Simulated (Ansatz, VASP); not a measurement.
**Pb in VASP and in Ansatz**

Contents of INCAR:

```
SYSTEM = Pb
PREC = Accurate
ENCUT = 520
EDIFF = 1E-6
ISMEAR = -1
SIGMA = 0.05
LREAL = .False.
LASPH = .True.
NELM = 60
ALGO = Fast
ISIF = 2
LWAVE = .False.
LCHARG = .True.
GGA = PE
LELF = .True.
LVHAR = .True.
NBANDS = 21
```

KPOINTS

```
Automatic mesh
0
Gamma
  9 9 5
  0 0 0
```

POSCAR

```
Pb
1.0
    3.0386068135     -1.7503199600      0.0000000000
    3.0386068135      1.7503199600      0.0000000000
   -2.1154626375      0.0000000000      6.0952248674
Pb
2
Direct
    0.9085084100      0.9085084100      0.7262922000
    0.0914915900      0.0914915900      0.2737078000
```

The input input.yaml:

```yaml
crystal:
  lattice:
    - [3.0386068135, -1.75031996, 0.0]
    - [3.0386068135, 1.75031996, 0.0]
    - [-2.1154626375, 0.0, 6.0952248674]
  atoms:
    - { symbol: Pb, position: [0.90850841, 0.90850841, 0.7262922] }
    - { symbol: Pb, position: [0.09149159, 0.09149159, 0.2737078] }
kpoints:
  mp_grid: { grid: [9, 9, 5] }
scf:
  occupations: { method: fermi_dirac, width: 0.05 }
hamiltonian:
  xc: pbe
  pseudopotentials: { kind: all_electron, lapw: { basis_error: 0.001 } }
output:
  forces: true
  stress: true
  eigenvalues: true
  populations: true
```

Alike in both runs: task single point; functional PBE; k mesh 9 × 9 × 5; occupations fermi-dirac, width 0.05 eV; no spin polarisation.

|  | VASP | Ansatz |
| --- | --- | --- |
| version | VASP 6.6.1 | Ansatz 0.2.0 |
| potentials or method | VASP PAW PBE potentials, release 64 (Pb_d), cutoff 520 eV | all-electron LAPW, scalar-relativistic |

|  | VASP | Ansatz | Ansatz less VASP |
| --- | --- | --- | --- |
| gap on the k mesh at the Fermi level (eV) | none | none | - |
| pressure (GPa) | 0.7 | 0.8 | +0.08 |
| rms of the force components (eV/Å) | 0.046 | 0.046 | -0.0002 |

Atom by atom the forces differ by 0.000 eV/Å (rms over components). A gap of «none» marks a metal or a gap that the smearing closes. Ansatz ran all-electron here, and VASP with PAW potentials.

Neither program's run includes spin-orbit coupling.
